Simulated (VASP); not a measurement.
Wanted: the native input for a VASP 6.6.1 run.

| Item | Value |
| --- | --- |
| Task | single point |
| Functional | PBE |
| Potentials or basis | VASP PAW PBE potentials, release 64 (Cu, O) |
| Cutoff | 600 eV |
| k mesh | 8 × 8 × 8 |
| Occupations | gaussian, width 0.02 eV |
| Spin | no spin polarisation |
| Dipole correction | no |
| Further INCAR settings | ALGO = Normal; EDIFF = 1e-06; NBANDS = 37 |

The structure of Cu2O lies in POSCAR:

```
Cu2O
1.0
    4.2982410474      0.0000000000      0.0000000000
    0.0000000000      4.2982410474      0.0000000000
    0.0000000000      0.0000000000      4.2122762265
Cu O
4 2
Direct
    0.2500000000      0.2500000000      0.2500000000
    0.2500000000      0.7500000000      0.7500000000
    0.7500000000      0.7500000000      0.2500000000
    0.7500000000      0.2500000000      0.7500000000
    0.0000000000      0.0000000000      0.0000000000
    0.5000000000      0.5000000000      0.5000000000
```

These files were run (other wordings do the same):

INCAR

```
PREC = Accurate
ENCUT = 600
EDIFF = 1E-6
ISMEAR = 0
SIGMA = 0.02
LREAL = False
LASPH = True
NELM = 120
ALGO = Normal
ISIF = 2
LWAVE = False
LCHARG = False
GGA = PE
NBANDS = 37
GGA_COMPAT = False
```

KPOINTS

```
Automatic mesh
0
Gamma
  8 8 8
```

Potentials or basis: VASP PAW PBE potentials, release 64 (Cu, O).

Run with:

```bash
$ cat potpaw_PBE.64/Cu/POTCAR potpaw_PBE.64/O/POTCAR > POTCAR
$ mpirun -np 1 vasp_std > vasp.out
```

Results of the run:

```
Pressure               : 3.0 GPa
Band gap on the k mesh : 0.49 eV
```

Caveat: the cell stands under pressure.

Wall time 4.4 min on 1 thread of Intel Xeon 8259CL, with other jobs on the host, peak memory 0.34 GiB.
